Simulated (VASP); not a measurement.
Here is a VASP 6.6.1 calculation.

The input INCAR:

```
PREC = Accurate ; ENCUT = 600
EDIFF = 1E-6 ; ISMEAR = 0
SIGMA = 0.1 ; LREAL = False
LASPH = True ; NELM = 80
ALGO = Fast ; ISIF = 3
LWAVE = False ; LCHARG = False
GGA = PE ; IBRION = 2
NSW = 100 ; EDIFFG = -0.01
```

The input KPOINTS:

```
regular mesh
0
Gamma
  8 8 4
```

The input POSCAR:

```
Sn6Ge
1.0
    4.0646910880      0.0000000000      0.0000000000
    0.0000000000      4.0646910880      0.0000000000
    0.0000000000      0.0000000000     11.9933441818
Sn Ge
6 1
Direct
    0.5000000000      0.5000000000      0.3441062839
    0.5000000000      0.5000000000      0.6558937161
    0.0000000000      0.0000000000      0.2329922755
    0.0000000000      0.0000000000      0.7670077245
    0.0000000000      0.0000000000      0.5000000000
    0.5000000000      0.5000000000      0.0000000000
    0.0000000000      0.0000000000      0.0000000000
```

Potentials or basis: VASP PAW PBE potentials, release 64 (Sn_d, Ge_d).

Command:

```bash
$ cat potpaw_PBE.64/Sn_d/POTCAR potpaw_PBE.64/Ge_d/POTCAR > POTCAR
$ mpirun -np 1 vasp_std > vasp.out
```

(1) Estimate the band gap on the k mesh.

(2) Estimate the space group after relaxing (to 0.1 Å).

## Answers

(1) zero (bands 49 and 50 overlap by 3.39 eV).

(2) P4/mmm (No. 123).

Caveat: spin-orbit coupling is left out, which moves the levels of the heavy elements.
